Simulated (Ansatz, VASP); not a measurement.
# Two plane-wave programs on TiSi2

```
Ti Si
1.0
     0.00000    4.13518    4.27960
     2.40387    0.00000    4.27960
     2.40387    4.13518    0.00000
Ti Si
2 4
Direct
  0.78201 0.71799 0.71799
  0.53201 0.46799 0.46799
  0.09107 0.47198 0.08258
  0.35437 0.08258 0.47198
  0.16742 0.89563 0.15893
  0.77802 0.15893 0.89563
```

Change from the starting cell: mode 4 (183.3 1/cm) frozen in, largest displacement -0.300 Å.

Alike in both runs: task single point; functional PBE; k mesh 14 × 14 × 14; occupations gaussian, width 0.15 eV; no spin polarisation.

```csv
,VASP,Ansatz
version,VASP 6.6.1,Ansatz 0.2.0
potentials or method,"VASP PAW PBE potentials, release 64 (Ti_sv, Si), cutoff 520 eV","scalar-relativistic, plane waves, PAW"
valence electrons in the cell,40,40
```

VASP gave:

* gap on the k mesh at the Fermi level (eV): none
* pressure (GPa): 3.2
* traceless stress, the component that is largest in VASP (GPa): 4.36
* rms of the force components (eV/Å): 0.631

What did Ansatz give for the same quantities?

gap on the k mesh at the Fermi level (eV): none; pressure (GPa): 3.3; traceless stress, the component that is largest in VASP (GPa): 4.35; rms of the force components (eV/Å): 0.631.

Atom by atom the forces differ by 0.001 eV/Å (rms over components). A gap of «none» marks a metal or a gap that the smearing closes. With one functional, cell and mesh, what is left measures potentials, basis and numerics.
